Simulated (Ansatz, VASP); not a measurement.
# Two plane-wave programs on Sb

Contents of INCAR:

```
PREC = Accurate
ENCUT = 520
EDIFF = 1E-6
ISMEAR = -1
SIGMA = 0.1
LREAL = F
LASPH = T
NELM = 80
ALGO = Normal
ISIF = 2
LWAVE = F
LCHARG = T
GGA = B5
ALDAX = 1.0
AGGAX = 1.0
AGGAC = 1.0
ALDAC = 0.0
LELF = T
LVHAR = T
NBANDS = 12
```

The input KPOINTS:

```
Automatic mesh
0
Gamma
  9 9 9
```

POSCAR

```
Sb
1.0
    0.0000000000      3.7180515596      3.7180515596
    3.7180515596      0.0000000000      3.7180515596
    3.7180515596      3.7180515596      0.0000000000
Sb
2
Direct
    0.1250000000      0.1250000000      0.1250000000
    0.8750000000      0.8750000000      0.8750000000
```

Input for Ansatz:

```yaml
crystal:
  lattice:
    - [0.0, 3.7180515596, 3.7180515596]
    - [3.7180515596, 0.0, 3.7180515596]
    - [3.7180515596, 3.7180515596, 0.0]
  atoms:
    - { symbol: Sb, position: [0.125, 0.125, 0.125] }
    - { symbol: Sb, position: [0.875, 0.875, 0.875] }
hamiltonian:
  xc: blyp
  pseudopotentials:
    kind: paw
    azcp:
      Sb: "pseudopotentials/Sb.paw.azcp"
basis:
  ecutwfc: 420
  fft_grid_basis: typed
kpoints:
  mp_grid: { grid: [9, 9, 9], shift: [0, 0, 0] }
magnetization:
  spin_polarized: false
scf:
  occupations: { method: fermi_dirac, width: 0.1 }
  lower_state_search: "off"
output:
  stress: true
```

Alike in both runs: task single point; functional BLYP; k mesh 9 × 9 × 9; occupations fermi-dirac, width 0.1 eV; no spin polarisation.

|  | VASP | Ansatz |
| --- | --- | --- |
| version | VASP 6.6.1 | Ansatz 0.2.0 |
| potentials or method | VASP PAW PBE potentials, release 64 (Sb), cutoff 520 eV | plane waves (420 eV) with PAW, scalar-relativistic |
| valence electrons in the cell | 10 | 30 |

```csv
,VASP,Ansatz,Ansatz less VASP
pressure (GPa),-2.4,-2.4,-0.08
```

VASP's potentials were made for PBE, not for BLYP. VASP's potentials hold 10 valence electrons a cell and Ansatz's 30, so a difference there can come from the potentials and not from the codes.

Neither program's run includes spin-orbit coupling.
